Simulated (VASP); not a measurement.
A run of VASP 6.6.1:

Contents of INCAR:

```
SYSTEM = Al4N5
  PREC = Accurate
  ENCUT = 520
  EDIFF = 1E-6
  ISMEAR = 0
  SIGMA = 0.05
  LREAL = Auto
  LASPH = .TRUE.
  NELM = 80
  ALGO = Normal
  ISIF = 2
  LWAVE = .FALSE.
  LCHARG = .TRUE.
  LDIPOL = .TRUE.
  IDIPOL = 3
  DIPOL = 0.5 0.5 0.289
  GGA = PE
  IVDW = 12
  LELF = .TRUE.
  LVHAR = .TRUE.
  LVACPOTAV = .TRUE.
  NBANDS = 52
```

Contents of KPOINTS:

```
regular mesh
0
G
  5 6 1
  0 0 0
```

Contents of POSCAR:

```
Al4N5
1.0
    6.2178777932      0.0000000000      0.0000000000
    0.0000000000      4.9778062151      0.0000000000
    0.0000000000      0.0000000000     22.0612415661
Al N
8 10
Direct
    0.0000000000      0.9984444684      0.1813134582
    0.5000000000      0.9984444684      0.1813134582
    0.2500000000      0.4984444684      0.2219944576
    0.7500000000      0.4984444684      0.2219944576
    0.2500000000      0.9927115344      0.3083994001
    0.7500000000      0.9927115344      0.3083994001
    0.0000000000      0.4640676885      0.3340308200
    0.5000000000      0.4640676885      0.3340308200
    0.0000000000      0.6165555316      0.1813134582
    0.5000000000      0.6165555316      0.1813134582
    0.2500000000      0.1165555316      0.2219944576
    0.7500000000      0.1165555316      0.2219944576
    0.2500000000      0.6144481599      0.3071137031
    0.7500000000      0.6144481599      0.3071137031
    0.0000000000      0.1109285761      0.3427387141
    0.5000000000      0.1109285761      0.3427387141
    0.2500000000      0.8609285761      0.4741909713
    0.2500000000      0.8609285761      0.5240521723
```

Potentials or basis: VASP PAW PBE potentials, release 64 (Al, N).

The run is started by

```console
$ cat potpaw_PBE.64/Al/POTCAR potpaw_PBE.64/N/POTCAR > POTCAR
$ mpirun -np 1 vasp_std > vasp.out
```

Hardware: 1 thread of Intel(R) Xeon(R) 6975P-C (Granite Rapids), with other jobs on the host.

**Question.** Estimate the wall time of this run.

**Answer.** Run time: 6.9 min on 1 thread of Intel(R) Xeon(R) 6975P-C (Granite Rapids) (shared host), peak memory 0.77 GiB. Counts: scf iterations 27, k points 12.
